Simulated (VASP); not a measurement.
# PbSe (Pm-3m) in VASP: further runs

Aim: see how the results for PbSe move with the level of theory and the settings. Levels: LDA, PBEsol. Tasks: single point.

Everything below comes from runs of VASP 6.6.1. Logs are shortened: lines on timing, memory, paths and dates and some standing lists are left out, and cuts for length are marked.

**1. The cell of the first run**

It takes space group Pm-3m (No. 221, cubic). The conventional cell has a = 3.834 Å, b = 3.834 Å, c = 3.834 Å, α = 90.00°, β = 90.00°, γ = 90.00°. Within 4.4 Å of Pb (site symmetry m-3m) lie 8 Se at 3.32 Å and 6 Pb at 3.83 Å. Se (site symmetry m-3m) has 8 Pb at 3.32 Å and 6 Se at 3.83 Å within 4.4 Å.

**2. Single point, LDA (volume scaled by 1.04)**

Input file INCAR:

```
ALGO     = Normal         # electronic algorithm
EDIFF    = 1E-7           # SCF threshold, eV
ENCUT    = 520            # plane-wave cutoff, eV
ISIF     = 2              # what is computed and relaxed
ISMEAR   = -1             # smearing method
LASPH    = T              # aspherical terms in the spheres
LCHARG   = F              # write CHGCAR
LREAL    = F              # projectors in reciprocal space
LWAVE    = F              # write WAVECAR
NBANDS   = 17             # bands
NELM     = 80             # most SCF steps
PREC     = Accurate       # precision mode
SIGMA    = 0.05           # smearing width, eV
```

Input file KPOINTS:

```
k-points
0
Gamma
  7 7 7
```

Input file POSCAR:

```
PbSe
1.0
    3.8341214214      0.0000000000      0.0000000000
    0.0000000000      3.8341214214      0.0000000000
    0.0000000000      0.0000000000      3.8341214214
Pb Se
1 1
Direct
    0.0000000000      0.0000000000      0.0000000000
    0.5000000000      0.5000000000      0.5000000000
```

Potentials or basis: VASP PAW LDA potentials, release 64 (Pb_d, Se).

Launch:

```console
$ cat potpaw_LDA.64/Pb_d/POTCAR potpaw_LDA.64/Se/POTCAR > POTCAR
$ mpirun -np 1 vasp_std > vasp.out
```

OUTCAR:

```text
EDIFF = 1E-7
   ENCUT = 520
   ISIF = 2
   ISMEAR = -1
   LASPH = T
   LREAL = F
   NELM = 80
   PREC = Accurate

 ion  position               nearest neighbor table
   1  0.000  0.000  0.000-   2 3.32   2 3.32   2 3.32   2 3.32   2 3.32   2 3.32   2 3.32   2 3.32

   2  0.500  0.500  0.500-   1 3.32   1 3.32   1 3.32   1 3.32   1 3.32   1 3.32   1 3.32   1 3.32

  LATTYP: Found a simple cubic cell.
 ALAT       =     3.8341214214

  Lattice vectors:

 A1 = (   3.8341214214,   0.0000000000,   0.0000000000)
 A2 = (   0.0000000000,   3.8341214214,   0.0000000000)
 A3 = (   0.0000000000,   0.0000000000,   3.8341214214)

Analysis of symmetry for initial positions (statically):
=====================================================================
 Subroutine PRICEL returns:
 Original cell was already a primitive cell.

 Routine SETGRP: Setting up the symmetry group for a
 simple cubic supercell.

 Subroutine GETGRP returns: Found 48 space group operations
 (whereof 48 operations were pure point group operations)
 out of a pool of 48 trial point group operations.

The static configuration has the point symmetry O_h .

Analysis of symmetry for dynamics (positions and initial velocities):
=====================================================================
 Subroutine PRICEL returns:
 Original cell was already a primitive cell.

 Routine SETGRP: Setting up the symmetry group for a
 simple cubic supercell.

 Subroutine GETGRP returns: Found 48 space group operations
 (whereof 48 operations were pure point group operations)
 out of a pool of 48 trial point group operations.

The dynamic configuration has the point symmetry O_h .

 Subroutine INISYM returns: Found 48 space group operations
 (whereof 48 operations are pure point group operations),
 and found     1 'primitive' translations

----------------------------------------------------------------------------------------

                                     Primitive cell

  volume of cell :      56.3635

  direct lattice vectors                    reciprocal lattice vectors
     3.834121421  0.000000000  0.000000000     0.260815945  0.000000000  0.000000000
     0.000000000  3.834121421  0.000000000     0.000000000  0.260815945  0.000000000
     0.000000000  0.000000000  3.834121421     0.000000000  0.000000000  0.260815945

  length of vectors
     3.834121421  3.834121421  3.834121421     0.260815945  0.260815945  0.260815945

  position of ions in fractional coordinates (direct lattice)
     0.000000000  0.000000000  0.000000000
[... 72 lines left out ...]
   NELM   =     80;   NELMIN=  2; NELMDL= -5     # of ELM steps
   EDIFF  = 0.1E-06   stopping-criterion for ELM
   LREAL  =      F    real-space projection
   EDIFFG = 0.1E-05   stopping-criterion for IOM
   NSW    =      0    number of steps for IOM
   IBRION =     -1    ionic relax: 0-MD 1-quasi-New 2-CG
   NFREE  =      0    steps in history (QN), initial steepest desc. (CG)
   ISIF   =      2    stress and relaxation
   ISYM   =      2    0-nonsym 1-usesym 2-fastsym
   POTIM  = 0.5000    time-step for ionic-motion
   TEBEG  =    0.0;   TEEND  =   0.0 temperature during run
   PSTRESS=    0.0 pullay stress
   NELECT =      20.0000    total number of electrons
   NUPDOWN=      -1.0000    fix difference up-down
   EMIN   =  10.00;   EMAX   =-10.00  energy-range for DOS
   EFERMI =   0.00;   METHOD = LEGACY
   ISMEAR =    -1;   SIGMA  =   0.05  broadening in eV -4-tet -1-fermi 0-gaus
   EFERMI_NEDOS =   21; number of points for ismear=-14 and -15
   IALGO  =     38    algorithm
   IMIX   =      4    mixing-type and parameters
     AMIX     =   0.40;   BMIX     =  1.00
     AMIX_MAG =   1.60;   BMIX_MAG =  1.00
  volume/ion in A,a.u.               =      28.18       190.18
  Fermi-wavevector in a.u.,A,eV,Ry     =   1.159006  2.190204 18.276633  1.343295
  Thomas-Fermi vector in A             =   2.295603
   LORBIT       =      0    0 simple, 1 ext, 2 COOP (PROOUT), +10 PAW based schemes
   GGA     = CA    functional components
   LHFCALC =     F    Hartree Fock is set to
   AEXX    =    0.0000 exact exchange contribution
   IVDW    =     0    specifies the selected vdW correction
   LEPSILON=     F    determine dielectric tensor
   LRPA    =     F    only Hartree local field effects (RPA)
 non-spin polarized calculation
  energy-cutoff  :      520.00
  volume of cell :       56.36
 maximum number of plane-waves:      1530
 NGX is ok and might be reduce to    30
   NGX = 15   NGY = 15   NGZ = 15

 number of electron      20.0000005 magnetization

 Free energy of the ion-electron system (eV)
  ---------------------------------------------------
  ext. energy  EPLUGINS =         0.00000000
  ---------------------------------------------------
  free energy    TOTEN  =        -8.90571729 eV

  energy without entropy =       -8.89534014  energy(sigma->0) =       -8.90052871

 E-fermi :   4.7416     XC(G=0): -10.0585

 val. band max:        4.7200011161   @ k =   0.1429   0.1429   0.1429
 cond. band min:       4.7524927556   @ k =   0.4286   0.4286   0.0000
 fundamental gap:      0.0324916395
 Fermi energy:         4.7416456254

 k-point     1 :       0.0000    0.0000    0.0000
  band No.  band energies     occupation
      1     -12.0866      2.00000
      2     -12.0866      2.00000
      3     -11.9549      2.00000
      4     -11.9549      2.00000
      5     -11.9549      2.00000
      6      -8.2153      2.00000
[... 377 lines left out ...]
      4     -11.9248      2.00000
      5     -11.9248      2.00000
      6      -6.5177      2.00000
[... 9 lines left out ...]
     16      17.3788      0.00000
     17      21.0141      0.00000

------------------------ aborting loop because EDIFF is reached ----------------------------------------

  FORCE on cell =-STRESS in cart. coord.  units (eV):
  Direction    XX          YY          ZZ          XY          YZ          ZX
  --------------------------------------------------------------------------------------
  -------------------------------------------------------------------------------------
  Total       -2.1740988     -2.1740988     -2.1740988     -0.0000000      0.0000000     -0.0000000
  in kB      -61.8005398    -61.8005398    -61.8005398     -0.0000000      0.0000000     -0.0000000
  external PRESSURE =     -61.8005398 kB  Pullay stress =       0.0000000 kB

 VOLUME and BASIS-vectors are now :
 -----------------------------------------------------------------------------
  energy-cutoff  :      520.00
  volume of cell :       56.36
      direct lattice vectors                 reciprocal lattice vectors
     3.834121421  0.000000000  0.000000000     0.260815945  0.000000000  0.000000000
     0.000000000  3.834121421  0.000000000     0.000000000  0.260815945  0.000000000
     0.000000000  0.000000000  3.834121421     0.000000000  0.000000000  0.260815945

 POSITION                                       TOTAL-FORCE (eV/Angst)
 -----------------------------------------------------------------------------------
      0.00000      0.00000      0.00000         0.000000      0.000000      0.000000
      1.91706      1.91706      1.91706         0.000000      0.000000      0.000000
 -----------------------------------------------------------------------------------
    total drift:                                0.000000     -0.000000     -0.000000

  FREE ENERGIE OF THE ION-ELECTRON SYSTEM (eV)
  ---------------------------------------------------
  free  energy   TOTEN  =        -8.9057172852 eV

  energy  without entropy=       -8.8953401412  energy(sigma->0) =       -8.90052871
```

stdout:

```text
POSCAR found type information on POSCAR PbSe
 POSCAR found :  2 types and       2 ions
 scaLAPACK will be used
 LDA part: xc-table for (Slater(with rela. corr.)+CA(PZ))
 , standard interpolation
 POSCAR, INCAR and KPOINTS ok, starting setup
 FFT: planning ... GRIDC
 FFT: planning ... GRID_SOFT
 FFT: planning ... GRID
 WAVECAR not read
 entering main loop
```

Wall time 34 s (1 thread of AMD EPYC 7R13, shared host); peak memory 0.13 GiB.

Results:

```
Free energy            : -8.9057 eV
Pressure               : -6.2 GPa
Band gap on the k mesh : zero (band 10 reaches 4.75 eV, above the bottom of band 11 at 4.63 eV)
```

Caveat: spin-orbit coupling is left out, which moves the levels of the heavy elements.

**3. Single point, PBEsol (volume scaled by 1.02)**

Input file INCAR:

```
PREC = Accurate
ENCUT = 520
EDIFF = 1E-6
ISMEAR = -1
SIGMA = 0.05
LREAL = F
LASPH = T
NELM = 80
ALGO = Normal
ISIF = 2
LWAVE = F
LCHARG = F
GGA = PS
NBANDS = 17
```

Input file KPOINTS:

```
regular mesh
0
Gamma
  7 7 7
```

Input file POSCAR:

```
PbSe
1.0
    3.8093844655      0.0000000000      0.0000000000
    0.0000000000      3.8093844655      0.0000000000
    0.0000000000      0.0000000000      3.8093844655
Pb Se
1 1
Direct
    0.0000000000      0.0000000000      0.0000000000
    0.5000000000      0.5000000000      0.5000000000
```

Potentials or basis: VASP PAW PBE potentials, release 64 (Pb_d, Se).

Launch:

```console
$ cat potpaw_PBE.64/Pb_d/POTCAR potpaw_PBE.64/Se/POTCAR > POTCAR
$ mpirun -np 1 vasp_std > vasp.out
```

It took 28 s on 1 thread of AMD EPYC 7R13, shared host; peak memory 0.13 GiB.

It converged, with:

- Free energy: -8.4522 eV
- Pressure: -4.0 GPa
- Band gap on the k mesh: zero (band 10 reaches 4.95 eV, above the bottom of band 11 at 4.81 eV)

Levels at points of the mesh, in eV from the Fermi level:
```tsv
k point	band 6	band 7	band 8	band 9	band 10	band 11	band 12	band 13	band 14	band 15
(0.00, 0.00, 0.00)	-13.07	-7.09	-1.42	-1.42	-1.42	5.10	5.10	5.94	5.94	5.94
```

Caveat: the PAW data sets were made with another functional, which shifts forces and pressure a little; spin-orbit coupling is left out, which moves the levels of the heavy elements.

**4. Single point, PBEsol (volume scaled by 1.04)**

Input file INCAR:

```
PREC = Accurate ; ENCUT = 520
EDIFF = 1E-7 ; ISMEAR = -1
SIGMA = 0.05 ; LREAL = False
LASPH = True ; NELM = 60
ALGO = Normal ; ISIF = 2
LWAVE = False ; LCHARG = True
GGA = PS ; LELF = True
LVHAR = True ; NBANDS = 17
```

Input file KPOINTS:

```
Automatic mesh
0
Gamma
  7 7 7
```

Input file POSCAR:

```
PbSe
1.0
    3.8341214214      0.0000000000      0.0000000000
    0.0000000000      3.8341214214      0.0000000000
    0.0000000000      0.0000000000      3.8341214214
Pb Se
1 1
Direct
    0.0000000000      0.0000000000      0.0000000000
    0.5000000000      0.5000000000      0.5000000000
```

Potentials or basis: VASP PAW PBE potentials, release 64 (Pb_d, Se).

Launch:

```console
$ cat potpaw_PBE.64/Pb_d/POTCAR potpaw_PBE.64/Se/POTCAR > POTCAR
$ mpirun -np 1 vasp_std > vasp.out
```

OUTCAR:

```text
PREC = Accurate
   ENCUT = 520
   EDIFF = 1E-7
   ISMEAR = -1
   LREAL = False
   LASPH = True
   NELM = 60
   ISIF = 2
   GGA = PS

 ion  position               nearest neighbor table
   1  0.000  0.000  0.000-   2 3.32   2 3.32   2 3.32   2 3.32   2 3.32   2 3.32   2 3.32   2 3.32

   2  0.500  0.500  0.500-   1 3.32   1 3.32   1 3.32   1 3.32   1 3.32   1 3.32   1 3.32   1 3.32

  LATTYP: Found a simple cubic cell.
 ALAT       =     3.8341214214

  Lattice vectors:

 A1 = (   3.8341214214,   0.0000000000,   0.0000000000)
 A2 = (   0.0000000000,   3.8341214214,   0.0000000000)
 A3 = (   0.0000000000,   0.0000000000,   3.8341214214)

Analysis of symmetry for initial positions (statically):
=====================================================================
 Subroutine PRICEL returns:
 Original cell was already a primitive cell.

 Routine SETGRP: Setting up the symmetry group for a
 simple cubic supercell.

 Subroutine GETGRP returns: Found 48 space group operations
 (whereof 48 operations were pure point group operations)
 out of a pool of 48 trial point group operations.

[... 154 lines left out ...]

  energy without entropy =       -8.41230241  energy(sigma->0) =       -8.41751902

 E-fermi :   4.7477     XC(G=0):  -9.9414

 val. band max:        4.7242698173   @ k =   0.1429   0.1429   0.1429
 cond. band min:       4.7559817009   @ k =   0.4286   0.4286   0.0000
 fundamental gap:      0.0317118836
 Fermi energy:         4.7477317102

 k-point     1 :       0.0000    0.0000    0.0000
  band No.  band energies     occupation
      1     -12.0643      2.00000
      2     -12.0643      2.00000
      3     -11.9311      2.00000
      4     -11.9311      2.00000
      5     -11.9311      2.00000
      6      -8.2073      2.00000
[... 377 lines left out ...]
      4     -11.9033      2.00000
      5     -11.9033      2.00000
      6      -6.4970      2.00000
[... 9 lines left out ...]
     16      17.3883      0.00000
     17      21.0141      0.00000

------------------------ aborting loop because EDIFF is reached ----------------------------------------

  FORCE on cell =-STRESS in cart. coord.  units (eV):
  Direction    XX          YY          ZZ          XY          YZ          ZX
  --------------------------------------------------------------------------------------
  -------------------------------------------------------------------------------------
  Total       -1.6715410     -1.6715410     -1.6715410      0.0000000      0.0000000      0.0000000
  in kB      -47.5149225    -47.5149225    -47.5149225      0.0000000      0.0000000      0.0000000
  external PRESSURE =     -47.5149225 kB  Pullay stress =       0.0000000 kB

 VOLUME and BASIS-vectors are now :
 -----------------------------------------------------------------------------
  energy-cutoff  :      520.00
  volume of cell :       56.36
      direct lattice vectors                 reciprocal lattice vectors
     3.834121421  0.000000000  0.000000000     0.260815945  0.000000000  0.000000000
     0.000000000  3.834121421  0.000000000     0.000000000  0.260815945  0.000000000
     0.000000000  0.000000000  3.834121421     0.000000000  0.000000000  0.260815945

 POSITION                                       TOTAL-FORCE (eV/Angst)
 -----------------------------------------------------------------------------------
      0.00000      0.00000      0.00000         0.000000      0.000000      0.000000
      1.91706      1.91706      1.91706         0.000000      0.000000      0.000000
 -----------------------------------------------------------------------------------
    total drift:                                0.000000     -0.000000     -0.000000

  FREE ENERGIE OF THE ION-ELECTRON SYSTEM (eV)
  ---------------------------------------------------
  free  energy   TOTEN  =        -8.4227356239 eV

  energy  without entropy=       -8.4123024112  energy(sigma->0) =       -8.41751902
```

stdout:

```text
POSCAR found type information on POSCAR PbSe
 POSCAR found :  2 types and       2 ions
 scaLAPACK will be used
 -----------------------------------------------------------------------------
|                                                                             |
|                                                                             |
|     You enforced a specific xc type in the INCAR file but a different       |
|     I HOPE YOU KNOW WHAT YOU ARE DOING!                                     |
|                                                                             |
 -----------------------------------------------------------------------------

 LDA part: xc-table for (Slater+PW92), standard interpolation
 POSCAR, INCAR and KPOINTS ok, starting setup
 FFT: planning ... GRIDC
 FFT: planning ... GRID_SOFT
 FFT: planning ... GRID
 WAVECAR not read
 entering main loop
```

Run time: 38 s. Hardware: 1 thread of AMD EPYC 7R13, shared host; peak memory 0.15 GiB.

What came out:

| Quantity | Value |
| --- | --- |
| Free energy | -8.4227 eV |
| Pressure | -4.8 GPa |
| Band gap on the k mesh | zero (band 10 reaches 4.76 eV, above the bottom of band 11 at 4.65 eV) |

Caveat: the PAW data sets were made with another functional, which shifts forces and pressure a little; spin-orbit coupling is left out, which moves the levels of the heavy elements.

**5. The runs side by side**

```csv
level,potentials or basis,cell,gap on the mesh (eV),pressure (GPa)
LDA,"VASP PAW LDA potentials, release 64 (Pb_d, Se)","a = 3.834 Å, 2 atoms",none,-6.2
PBEsol,"VASP PAW PBE potentials, release 64 (Pb_d, Se)","a = 3.809 Å, 2 atoms",none,-4.0
PBEsol,"VASP PAW PBE potentials, release 64 (Pb_d, Se)","a = 3.834 Å, 2 atoms",none,-4.8
```

Alike in all rows: task single point; no spin polarisation; k mesh 7 × 7 × 7; cutoff (eV) 520; smearing fermi-dirac 0.05 eV.

Caveats: spin-orbit coupling is left out, which moves the levels of the heavy elements; the PAW data sets were made with another functional, which shifts forces and pressure a little (some runs).

Total energies depend on the potentials used, so only differences within one code and one set of settings carry meaning.
